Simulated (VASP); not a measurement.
# Pb in VASP: single point with revPBE+D3(BJ)

Aim: the single point of Pb with revPBE+D3(BJ).

Everything below comes from runs of VASP 6.6.1. Logs are shortened: lines on timing, memory, paths and dates and some standing lists are left out, and cuts for length are marked.

## 1. The cell of the first run

The cell holds a slab with vacuum, 3 atoms: a = 3.565 Å, b = 3.565 Å, c = 24.000 Å, α = 90.00°, β = 90.00°, γ = 120.00°.

## 2. Single point, revPBE+D3(BJ)

Contents of INCAR:

```
ALGO     = Normal         # electronic algorithm
DIPOL    = 0.5 0.5 0.404
EDIFF    = 1E-6           # SCF threshold, eV
ENCUT    = 400            # plane-wave cutoff, eV
GGA      = RE             # functional
GGA_COMPAT= F            
IDIPOL   = 3            
ISIF     = 2              # what is computed and relaxed
ISMEAR   = 1              # smearing method
IVDW     = 12             # dispersion correction
LASPH    = T              # aspherical terms in the spheres
LCHARG   = F              # write CHGCAR
LDIPOL   = T            
LREAL    = F              # projectors in reciprocal space
LWAVE    = F              # write WAVECAR
NBANDS   = 28             # bands
NELM     = 120            # most SCF steps
NELMDL   = -8           
PREC     = Accurate       # precision mode
SIGMA    = 0.1            # smearing width, eV
```

Contents of KPOINTS:

```
k-points
0
Gamma
  12 12 1
```

Contents of POSCAR:

```
Pb
1.0
    3.5650564103      0.0000000000      0.0000000000
   -1.7825282052      3.0874294172      0.0000000000
    0.0000000000      0.0000000000     23.9995303165
Pb
3
Direct
    0.0000000000      0.0000000000      0.2916723747
    0.6666666667      0.3333333333      0.4038834207
    0.3333333333      0.6666666667      0.5164226103
```

Potentials or basis: VASP PAW PBE potentials, release 64 (Pb_d).

Started as:

```console
$ cat potpaw_PBE.64/Pb_d/POTCAR > POTCAR
$ mpirun -np 1 vasp_std > vasp.out
```

OUTCAR:

```text
EDIFF = 1E-6
   ENCUT = 400
   GGA = RE
   ISIF = 2
   ISMEAR = 1
   IVDW = 12
   LASPH = T
   LREAL = F
   NELM = 120
   NELMDL = -8
   PREC = Accurate
 IVDW          = 12

 ion  position               nearest neighbor table
   1  0.000  0.000  0.292-   2 3.39   2 3.39   2 3.39
   2  0.667  0.333  0.404-   1 3.39   1 3.39   1 3.39   3 3.40   3 3.40   3 3.40
   3  0.333  0.667  0.516-   2 3.40   2 3.40   2 3.40

  LATTYP: Found a hexagonal cell.
 ALAT       =     3.5650564103
 C/A-ratio  =     6.7318795425

  Lattice vectors:

 A1 = (   3.5650564103,   0.0000000000,   0.0000000000)
 A2 = (  -1.7825282052,   3.0874294172,   0.0000000000)
 A3 = (   0.0000000000,   0.0000000000,  23.9995303165)

Analysis of symmetry for initial positions (statically):
=====================================================================
 Subroutine PRICEL returns:
 Original cell was already a primitive cell.

 Routine SETGRP: Setting up the symmetry group for a
 hexagonal supercell.

 Subroutine GETGRP returns: Found  6 space group operations
 (whereof  6 operations were pure point group operations)
 out of a pool of 24 trial point group operations.

The static configuration has the point symmetry C_3v.

Analysis of symmetry for dynamics (positions and initial velocities):
=====================================================================
 Subroutine PRICEL returns:
 Original cell was already a primitive cell.

 Routine SETGRP: Setting up the symmetry group for a
 hexagonal supercell.

 Subroutine GETGRP returns: Found  6 space group operations
 (whereof  6 operations were pure point group operations)
 out of a pool of 24 trial point group operations.

The dynamic configuration has the point symmetry C_3v.

 Subroutine INISYM returns: Found  6 space group operations
 (whereof  6 operations are pure point group operations),
 and found     1 'primitive' translations

----------------------------------------------------------------------------------------

                                     Primitive cell

  volume of cell :     264.1595

  direct lattice vectors                    reciprocal lattice vectors
     3.565056410  0.000000000  0.000000000     0.280500470  0.161947022  0.000000000
    -1.782528205  3.087429417  0.000000000     0.000000000  0.323894044  0.000000000
     0.000000000  0.000000000 23.999530316     0.000000000  0.000000000  0.041667482

  length of vectors
     3.565056410  3.565056410 23.999530316     0.323894044  0.323894044  0.041667482

  position of ions in fractional coordinates (direct lattice)
     0.000000000  0.000000000  0.291672375
     0.666666667  0.333333333  0.403883421
     0.333333333  0.666666667  0.516422610

  ion indices of the primitive-cell ions
   primitive index   ion index
                 1           1
                 2           2
                 3           3

----------------------------------------------------------------------------------------

 KPOINTS: k-points

Automatic generation of k-mesh.
 Grid dimensions read from file:
 generate k-points for:   12   12    1

 Generating k-lattice:

  Cartesian coordinates                     Fractional coordinates (reciprocal lattice)
     0.023375039  0.013495585  0.000000000     0.083333333  0.000000000  0.000000000
     0.000000000  0.026991170  0.000000000     0.000000000  0.083333333  0.000000000
     0.000000000  0.000000000  0.041667482     0.000000000  0.000000000  1.000000000

  Length of vectors
     0.026991170  0.026991170  0.041667482

  Shift w.r.t. Gamma in fractional coordinates (k-lattice)
     0.000000000  0.000000000  0.000000000

 Subroutine IBZKPT returns following result:
 ===========================================

 Found     19 irreducible k-points:

 Following reciprocal coordinates:
            Coordinates               Weight
  0.000000  0.000000  0.000000      1.000000
  0.083333  0.000000  0.000000      6.000000
  0.166667 -0.000000  0.000000      6.000000
  0.250000 -0.000000  0.000000      6.000000
  0.333333  0.000000  0.000000      6.000000
  0.416667  0.000000  0.000000      6.000000
[... 11 lines left out ...]
  0.333333  0.250000  0.000000     12.000000
  0.333333  0.333333  0.000000      2.000000
   k-points           NKPTS =     19   k-points in BZ     NKDIM =     19   number of bands    NBANDS=     28
   number of dos      NEDOS =    301   number of ions     NIONS =      3
   total plane-waves  NPLWV =  92160
   dimension x,y,z NGX =    24 NGY =   24 NGZ =  160
   dimension x,y,z NGXF=    48 NGYF=   48 NGZF=  320
   ions per type =               3
   NGX,Y,Z   is equivalent  to a cutoff of  11.19, 11.19, 11.08 a.u.
   NGXF,Y,Z  is equivalent  to a cutoff of  22.38, 22.38, 22.17 a.u.
 SYSTEM =  unknown system
   PREC   = accura    normal or accurate (medium, high low for compatibility)
   ISTART =      0    job   : 0-new  1-cont  2-samecut
   ICHARG =      2    charge: 1-file 2-atom 10-const
   ISPIN  =      1    spin polarized calculation?
   LNONCOLLINEAR =      F non collinear calculations
   LSORBIT =      F    spin-orbit coupling
   LASPH  =      T    aspherical Exc in radial PAW
   ENCUT  =  400.0 eV  29.40 Ry    5.42 a.u.   5.81  5.81 39.14*2*pi/ulx,y,z
   NELM   =    120;   NELMIN=  2; NELMDL= -8     # of ELM steps
   EDIFF  = 0.1E-05   stopping-criterion for ELM
   LREAL  =      F    real-space projection
   EDIFFG = 0.1E-04   stopping-criterion for IOM
   NSW    =      0    number of steps for IOM
   IBRION =     -1    ionic relax: 0-MD 1-quasi-New 2-CG
   NFREE  =      0    steps in history (QN), initial steepest desc. (CG)
   ISIF   =      2    stress and relaxation
   ISYM   =      2    0-nonsym 1-usesym 2-fastsym
   POTIM  = 0.5000    time-step for ionic-motion
   TEBEG  =    0.0;   TEEND  =   0.0 temperature during run
   PSTRESS=    0.0 pullay stress
   NELECT =      42.0000    total number of electrons
   NUPDOWN=      -1.0000    fix difference up-down
   EMIN   =  10.00;   EMAX   =-10.00  energy-range for DOS
   EFERMI =   0.00;   METHOD = LEGACY
   ISMEAR =     1;   SIGMA  =   0.10  broadening in eV -4-tet -1-fermi 0-gaus
   EFERMI_NEDOS =   21; number of points for ismear=-14 and -15
   IALGO  =     38    algorithm
   IMIX   =      4    mixing-type and parameters
     AMIX     =   0.40;   BMIX     =  1.00
     AMIX_MAG =   1.60;   BMIX_MAG =  1.00
  volume/ion in A,a.u.               =      88.05       594.21
  Fermi-wavevector in a.u.,A,eV,Ry     =   0.886889  1.675977 10.701960  0.786572
  Thomas-Fermi vector in A             =   2.008115
   LORBIT       =      0    0 simple, 1 ext, 2 COOP (PROOUT), +10 PAW based schemes
   GGA     = RE    functional components
   LHFCALC =     F    Hartree Fock is set to
   AEXX    =    0.0000 exact exchange contribution
   IVDW    =    12    specifies the selected vdW correction
   LEPSILON=     F    determine dielectric tensor
   LRPA    =     F    only Hartree local field effects (RPA)
 non-spin polarized calculation
 Methfessel and Paxton  Order N= 1 SIGMA  =   0.10
  energy-cutoff  :      400.00
  volume of cell :      264.16
 maximum number of plane-waves:      4836
 NGX is ok and might be reduce to    24
   NGX = 11   NGY = 11   NGZ = 79

 dipolmoment           0.000000      0.000000      0.000311 electrons x Angstroem

 number of electron      41.9999995 magnetization

 dipolmoment           0.000000      0.000000     -0.000192 electrons x Angstroem

 Free energy of the ion-electron system (eV)
  ---------------------------------------------------
  ext. energy  EPLUGINS =         0.00000000
  ---------------------------------------------------
  free energy    TOTEN  =        -9.34197789 eV

  energy without entropy =       -9.33933277  energy(sigma->0) =       -9.34109618

 E-fermi :   0.2178     XC(G=0):  -4.1225

 val. band max:        0.2013696130   @ k =   0.0833   0.0000   0.0000
 cond. band min:       0.2502943381   @ k =   0.1667   0.0833   0.0000
 fundamental gap:      0.0489247251
 Fermi energy:         0.2178054720

 k-point     1 :       0.0000    0.0000    0.0000
  band No.  band energies     occupation
      1     -16.8947      2.00000
      2     -16.8834      2.00000
      3     -16.8447      2.00000
      4     -16.8447      2.00000
      5     -16.8159      2.00000
      6     -16.8159      2.00000
[... 20 lines left out ...]
     27       6.0029      0.00000
     28       6.3289      0.00000

 k-point     2 :       0.0833    0.0000    0.0000
  band No.  band energies     occupation
      1     -16.8865      2.00000
      2     -16.8841      2.00000
      3     -16.8426      2.00000
      4     -16.8361      2.00000
      5     -16.8224      2.00000
      6     -16.8055      2.00000
[... 20 lines left out ...]
     27       5.2459      0.00000
     28       6.0831      0.00000

 k-point     3 :       0.1667   -0.0000    0.0000
  band No.  band energies     occupation
      1     -16.8945      2.00000
      2     -16.8762      2.00000
      3     -16.8353      2.00000
      4     -16.8274      2.00000
      5     -16.8224      2.00000
      6     -16.8025      2.00000
[... 20 lines left out ...]
     27       4.7960      0.00000
     28       4.8948      0.00000

 k-point     4 :       0.2500   -0.0000    0.0000
  band No.  band energies     occupation
      1     -16.9174      2.00000
      2     -16.8846      2.00000
      3     -16.8394      2.00000
      4     -16.8311      2.00000
      5     -16.8211      2.00000
      6     -16.7930      2.00000
[... 423 lines left out ...]
     27       4.5501      0.00000
     28       5.8905      0.00000

 k-point    18 :       0.3333    0.2500    0.0000
  band No.  band energies     occupation
      1     -16.9076      2.00000
      2     -16.8849      2.00000
      3     -16.8607      2.00000
      4     -16.8229      2.00000
      5     -16.8108      2.00000
      6     -16.7877      2.00000
[... 20 lines left out ...]
     27       3.9678      0.00000
     28       6.2170      0.00000

 k-point    19 :       0.3333    0.3333    0.0000
  band No.  band energies     occupation
      1     -16.8910      2.00000
      2     -16.8901      2.00000
      3     -16.8790      2.00000
      4     -16.8079      2.00000
      5     -16.7830      2.00000
      6     -16.7826      2.00000
[... 20 lines left out ...]
     27       3.3065      0.00000
     28       6.7691      0.00000

------------------------ aborting loop because EDIFF is reached ----------------------------------------

 vacuum level on the upper side and lower side of the slab       (xc-potential included)        -0.140        -0.138

 Edisp (eV)   -1.55823

 E8    (eV) :    -1.1849

  FORCE on cell =-STRESS in cart. coord.  units (eV):
  Direction    XX          YY          ZZ          XY          YZ          ZX
  --------------------------------------------------------------------------------------
  -------------------------------------------------------------------------------------
  Total      -0.73689    -0.73689    -0.53789     0.00000    -0.00000    -0.00000
  in kB      -4.46937    -4.46937    -3.26241     0.00000    -0.00000    -0.00000
  external pressure =       -4.07 kB  Pullay stress =        0.00 kB

 VOLUME and BASIS-vectors are now :
 -----------------------------------------------------------------------------
  energy-cutoff  :      400.00
  volume of cell :      264.16
      direct lattice vectors                 reciprocal lattice vectors
     3.565056410  0.000000000  0.000000000     0.280500470  0.161947022  0.000000000
    -1.782528205  3.087429417  0.000000000     0.000000000  0.323894044  0.000000000
     0.000000000  0.000000000 23.999530316     0.000000000  0.000000000  0.041667482

 POSITION                                       TOTAL-FORCE (eV/Angst)
 -----------------------------------------------------------------------------------
      0.00000      0.00000      7.00000        -0.000000     -0.000000      0.080741
      1.78253      1.02914      9.69301         0.000000      0.000000      0.013528
     -0.00000      2.05829     12.39390        -0.000000     -0.000000     -0.094270
 -----------------------------------------------------------------------------------
    total drift:                                0.000000      0.000000     -0.000446

  FREE ENERGIE OF THE ION-ELECTRON SYSTEM (eV)
  ---------------------------------------------------
  free  energy   TOTEN  =       -10.9002119052 eV

  energy  without entropy=      -10.8975667885  energy(sigma->0) =      -10.89933020

 vacuum level on the upper side and lower side of the slab         3.647         3.648
```

Run time: 2.6 min. Hardware: 1 thread of Intel Xeon Platinum 8488C (Sapphire Rapids), shared host; peak memory 0.3 GiB.

Results:

| Quantity | Value |
| --- | --- |
| Free energy | -10.9002 eV |
| Largest force | 0.094 eV/Å |
| Band gap on the k mesh | zero (bands 21 and 22 overlap by 3.54 eV) |
| Dispersion energy per atom | -0.519 eV |

Forces in eV/Å, atoms in the order of the input:
```
Pb   0.000  0.000  0.081
Pb   0.000  0.000  0.014
Pb   0.000  0.000 -0.094
```

Caveat: the PAW data sets were made with another functional, which shifts forces and pressure a little; spin-orbit coupling is left out, which moves the levels of the heavy elements.
